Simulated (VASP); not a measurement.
A run of VASP 6.6.1 is set up as follows.

File POSCAR:

```
Ge
1.0
    0.0000000000      2.8290000000      2.8290000000
    2.8290000000      0.0000000000      2.8290000000
    2.8290000000      2.8290000000      0.0000000000
Ge
2
Direct
    0.0000000000      0.0000000000      0.0000000000
    0.2500000000      0.2500000000      0.2500000000
```

Contents of INCAR.step1:

```
SYSTEM = Ge
PREC = Accurate
ENCUT = 600
ISMEAR = 0
SIGMA = 0.01
LREAL = .False.
LASPH = .True.
NELM = 80
GGA = PE
ALGO = Normal
EDIFF = 1E-4
LWAVE = .True.
LCHARG = .False.
```

The input INCAR.step2:

```
SYSTEM = Ge
PREC = Accurate
ENCUT = 600
EDIFF = 1E-7
ISMEAR = 0
SIGMA = 0.01
LREAL = .False.
LASPH = .True.
NELM = 80
ALGO = Normal
ISIF = 3
LWAVE = .False.
LCHARG = .False.
METAGGA = R2SCAN
LMIXTAU = .True.
IBRION = 2
NSW = 80
EDIFFG = -0.002
ISTART = 1
```

The input KPOINTS:

```
regular mesh
0
Gamma
  10 10 10
  0 0 0
```

Potentials or basis: VASP PAW PBE potentials, release 64 (Ge_d).

The run is started by

```console
$ cat potpaw_PBE.64/Ge_d/POTCAR > POTCAR
$ cp INCAR.step1 INCAR
$ mpirun -np 1 vasp_std > vasp.out
$ cp INCAR.step2 INCAR
$ mpirun -np 1 vasp_std > vasp.out
```

(1) Estimate the relaxed volume.

(2) What does it give for the band gap on the k mesh?

Answers

(1) 22.87 Å³/atom.

(2) 0.31 eV.

Caveat: semilocal functionals underestimate gaps, and a narrow one can read as zero; the PAW data sets were made with another functional, which shifts forces and pressure a little.
